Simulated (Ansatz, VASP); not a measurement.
## Two plane-wave programs on Te

```
Te
1.0
     3.17383    0.00000    0.00000
     0.00000    3.17383    0.00000
     0.00000    0.00000    3.17383
Te
1
Direct
  0.00000 0.00000 0.00000
```

Alike in both runs: task single point; functional LDA; k mesh 11 × 11 × 11; occupations fermi-dirac, width 0.1 eV; no spin polarisation.

|  | VASP | Ansatz |
| --- | --- | --- |
| version | VASP 6.6.1 | Ansatz 0.2.0 |
| potentials or method | VASP PAW LDA potentials, release 64 (Te), cutoff 520 eV | plane waves (420 eV) with PAW, scalar-relativistic |
| valence electrons in the cell | 6 | 16 |

Ansatz gave:

| Item | Value |
| --- | --- |
| pressure (GPa) | -2.2 |

What did VASP give for the same quantities?

Pressure (GPa): -2.1.

Ansatz warns that its potentials were made for another functional, while VASP's fit it. LDA's correlation is that of Perdew and Zunger in VASP and of Perdew and Wang (1992) in Ansatz. VASP's potentials hold 6 valence electrons a cell and Ansatz's 16, so a difference there can come from the potentials and not from the codes.

Spin-orbit coupling is off throughout.
